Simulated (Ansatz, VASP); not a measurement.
**Two plane-wave programs on N**

```
N
1.0
    12.00000    0.00000    0.00000
     0.00000   12.30000    0.00000
     0.00000    0.00000   12.60000
N
2
Direct
  0.50000 0.50000 0.45626
  0.50000 0.50000 0.54374
```

Alike in both runs: functional PBE; k mesh 1 × 1 × 1; occupations fermi-dirac, width 0.01 eV; no spin polarisation.

Ansatz relaxed the structure, and its values are those at the end. VASP's run is a single point on that final structure, the one shown.

```csv
,VASP,Ansatz
version,VASP 6.6.1,Ansatz 0.2.0
potentials or method,"VASP PAW PBE potentials, release 64 (N_h), cutoff 910 eV","plane waves (420 eV) with PAW, scalar-relativistic"
valence electrons in the cell,10,10
```

VASP gave:

| Item | Value |
| --- | --- |
| rms of the force components (eV/Å) | 0.042 |

Q: What did Ansatz give for the same quantities?

A: rms of the force components (eV/Å): 0.001.

The functional is the same, so the differences come from potentials, cutoffs and numerics.

Noted on VASP's run: the cutoff is short for stress, so the pressure is rough.
